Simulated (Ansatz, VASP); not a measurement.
Al2O3: VASP beside Ansatz

Contents of INCAR:

```
PREC = Accurate ; ENCUT = 520
EDIFF = 1E-6 ; ISMEAR = 0
SIGMA = 0.05 ; LREAL = F
LASPH = T ; NELM = 80
ALGO = Normal ; ISIF = 2
LWAVE = F ; LCHARG = T
GGA = PE ; LELF = T
LVHAR = T ; NBANDS = 35
```

Contents of KPOINTS:

```
Automatic mesh
0
Gamma
  6 6 6
```

File POSCAR:

```
Al2O3
1.0
    2.5245721467      1.4575624084      4.5932069734
   -2.5245721467      1.4575624084      4.5932069734
    0.0000000000     -2.9151248170      4.5932069733
Al O
4 6
Direct
    0.8521479318      0.8521479318      0.8521479318
    0.6478520682      0.6478520682      0.6478520682
    0.1478520682      0.1478520682      0.1478520682
    0.3521479318      0.3521479318      0.3521479318
    0.0561765927      0.4438234073      0.7500000000
    0.7500000000      0.0561765927      0.4438234073
    0.4438234073      0.7500000000      0.0561765927
    0.9438234073      0.5561765927      0.2500000000
    0.2500000000      0.9438234073      0.5561765927
    0.5561765927      0.2500000000      0.9438234073
```

Input for Ansatz:

```yaml
crystal:
  lattice:
    - [2.5245721467, 1.4575624084, 4.5932069734]
    - [-2.5245721467, 1.4575624084, 4.5932069734]
    - [0.0, -2.915124817, 4.5932069733]
  atoms:
    - { symbol: Al, position: [0.8521479318, 0.8521479318, 0.8521479318] }
    - { symbol: Al, position: [0.6478520682, 0.6478520682, 0.6478520682] }
    - { symbol: Al, position: [0.1478520682, 0.1478520682, 0.1478520682] }
    - { symbol: Al, position: [0.3521479318, 0.3521479318, 0.3521479318] }
    - { symbol: O, position: [0.0561765927, 0.4438234073, 0.75] }
    - { symbol: O, position: [0.75, 0.0561765927, 0.4438234073] }
    - { symbol: O, position: [0.4438234073, 0.75, 0.0561765927] }
    - { symbol: O, position: [0.9438234073, 0.5561765927, 0.25] }
    - { symbol: O, position: [0.25, 0.9438234073, 0.5561765927] }
    - { symbol: O, position: [0.5561765927, 0.25, 0.9438234073] }
basis:
  ecutwfc: 420
kpoints:
  mp_grid: { grid: [6, 6, 6] }
hamiltonian:
  xc: pbe
scf:
  occupations: { method: gaussian, width: 0.05 }
output:
  forces: true
  stress: true
  eigenvalues: true
```

Change from the starting cell: strain +0.050 along x and y, +0.050 along z, atoms carried along.

Alike in both runs: task single point; functional PBE; k mesh 6 × 6 × 6; occupations gaussian, width 0.05 eV; no spin polarisation.

```csv
,VASP,Ansatz
version,VASP 6.6.1,Ansatz 0.2.0
potentials or method,"VASP PAW PBE potentials, release 64 (Al, O), cutoff 520 eV","scalar-relativistic, plane waves, PAW"
valence electrons in the cell,48,48
```

|  | VASP | Ansatz | Ansatz less VASP |
| --- | --- | --- | --- |
| gap on the k mesh at the Fermi level (eV) | 4.13 | 4.14 | +0.011 |
| least direct gap on the mesh (eV) | 4.14 | 4.15 | +0.009 |
| pressure (GPa) | -25.2 | -25.1 | +0.14 |
| traceless stress, the component that is largest in VASP (GPa) | 1.22 | 1.21 | -0.009 |
| rms of the force components (eV/Å) | 0.059 | 0.057 | -0.0013 |

Atom by atom the forces differ by 0.002 eV/Å (rms over components). With one functional, cell and mesh, what is left measures potentials, basis and numerics.
